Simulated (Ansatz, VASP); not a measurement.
One calculation of InSb, two programs

```xyz
2
Lattice="3.1188 0.0000 0.0000 0.0000 3.1188 0.0000 0.0000 0.0000 6.0486" Properties=species:S:1:pos:R:3 pbc="T T T"
In    0.0000    0.0000    0.0000
Sb    0.0000    0.0000    3.0243
```

Alike in both runs: task single point; functional PBE; k mesh 18 × 18 × 10; occupations gaussian, width 0.15 eV; no spin polarisation.

```csv
,VASP,Ansatz
version,VASP 6.6.1,Ansatz 0.2.0
potentials or method,"VASP PAW PBE potentials, release 64 (In_d, Sb), cutoff 520 eV","scalar-relativistic, plane waves, PAW"
valence electrons in the cell,18,28
```

```tsv
	VASP	Ansatz	Ansatz less VASP
gap on the k mesh at the Fermi level (eV)	none	none	-
pressure (GPa)	0.4	0.5	+0.03
traceless stress, the component that is largest in VASP (GPa)	2.14	2.15	+0.007
```

A gap of «none» marks a metal or a gap that the smearing closes. VASP's potentials hold 18 valence electrons a cell and Ansatz's 28, so a difference there can come from the potentials and not from the codes.

Spin-orbit coupling is off throughout.
